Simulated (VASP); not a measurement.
Here is a VASP 6.6.1 calculation.

Contents of INCAR:

```
  GGA = CX
  LUSE_VDW = T
  AGGAC = 0.0
  ISMEAR = 0
  SIGMA = 0.03
  LWAVE = F
  LCHARG = F
  ISIF = 2
  PREC = Accurate
  LASPH = T
  LREAL = F
  ALGO = Normal
  EDIFF = 1E-8
  NELM = 120
  GGA_COMPAT = F
  ENCUT = 640
  EFERMI = MIDGAP
  KPAR = 4
  NBANDS = 50
  ADDGRID = F
```

Contents of KPOINTS:

```
Automatic mesh
0
Gamma
  10 10 10
  0 0 0
```

The input POSCAR:

```
Bi2Se3
1.0
    2.0715000000      1.1959810826      9.5453333333
   -2.0715000000      1.1959810826      9.5453333333
    0.0000000000     -2.3919621653      9.5453333333
Bi Se
2 3
Direct
    0.5992000000      0.5992000000      0.5992000000
    0.4008000000      0.4008000000      0.4008000000
    0.7883000000      0.7883000000      0.7883000000
    0.2117000000      0.2117000000      0.2117000000
    0.0000000000      0.0000000000      0.0000000000
```

Potentials or basis: VASP PAW PBE potentials, release 64 (Bi_d, Se).

Run with:

```bash
$ cat potpaw_PBE.64/Bi_d/POTCAR potpaw_PBE.64/Se/POTCAR > POTCAR
$ mpirun -np 4 vasp_std > vasp.out
```

Task: Estimate the pressure.

Result: 0.3 GPa.

Task: What does it give for the largest force?

Result: 0.203 eV/Å.

Task: What does it give for the band gap on the k mesh?

Result: 0.17 eV.

Stress tensor (GPa, compression positive):
```
0.29 0.00 0.00
0.00 0.29 0.00
0.00 0.00 0.45
```

Caveat: the PAW data sets were made with another functional, which shifts forces and pressure a little; spin-orbit coupling is left out, which moves the levels of the heavy elements. A k mesh can miss the band edges.
